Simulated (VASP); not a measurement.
**CoSbH4: single point with PBE**

The system is CoSbH4.

```
Co Sb H
1.0
     2.62335   -2.68399    0.00000
     2.62335    2.68399    0.00000
     0.00000    0.00000    5.17385
Co Sb H
1 1 4
Direct
  0.50000 0.50000 0.50000
  0.00000 0.00000 0.50000
  0.58406 0.58406 0.79530
  0.41594 0.41594 0.79530
  0.41594 0.41594 0.20470
  0.58406 0.58406 0.20470
```

```
Program                : VASP 6.6.1
Task                   : single point
Functional             : PBE
Potentials or basis    : VASP PAW PBE potentials, release 64 (Co_sv, Sb_d_GW, H)
Cutoff                 : 690 eV
k mesh                 : 8 × 8 × 6
Occupations            : gaussian, width 0.1 eV
Spin                   : no spin polarisation
Dipole correction      : no
Further INCAR settings : ALGO = Normal; EDIFF = 1e-06; NBANDS = 27
```

The pressure is -0.3 GPa, the largest force is 0.008 eV/Å and the band gap on the k mesh is zero (bands 18 and 19 overlap by 0.99 eV).

Forces in eV/Å, atoms in the order of the input:
```
Co   0.000  0.000  0.000
Sb   0.000  0.000  0.000
H   -0.007  0.000 -0.004
H    0.007  0.000 -0.004
H    0.007  0.000  0.004
H   -0.007  0.000  0.004
```

Levels at points of the mesh, in eV from the Fermi level:
| k point | band 15 | band 16 | band 17 | band 18 | band 19 | band 20 | band 21 | band 22 |
| --- | --- | --- | --- | --- | --- | --- | --- | --- |
| (0.00, 0.00, 0.00) | -1.63 | -1.40 | -0.93 | -0.21 | 0.19 | 0.21 | 2.60 | 5.87 |
| (0.50, 0.00, 0.00) | -2.58 | -1.85 | -1.11 | 0.52 | 1.09 | 1.92 | 3.60 | 4.53 |
| (0.50, 0.50, 0.00) | -2.83 | -1.93 | -1.29 | -0.95 | -0.36 | 0.30 | 3.79 | 3.87 |
| (0.00, 0.00, 0.50) | -1.65 | -1.40 | -0.67 | -0.54 | 0.29 | 0.48 | 4.75 | 5.63 |
| (0.50, 0.00, 0.50) | -2.57 | -1.91 | -1.08 | -0.17 | 2.46 | 3.71 | 3.82 | 5.48 |
| (0.50, 0.50, 0.50) | -3.07 | -2.03 | -1.17 | -0.95 | -0.46 | -0.32 | 2.45 | 3.84 |

Run time: 6.7 min on 1 thread of Intel(R) Xeon(R) Platinum 8259CL CPU @ 2.50GHz (Skylake/Cascade Lake), with other jobs on the host, peak memory 0.43 GiB.

Caveat: spin-orbit coupling is left out, which moves the levels of the heavy elements; the run has no spin polarisation, though such a crystal can be magnetic. Spin polarisation is off, so any magnetic state and its effect on volume and gap are missing.
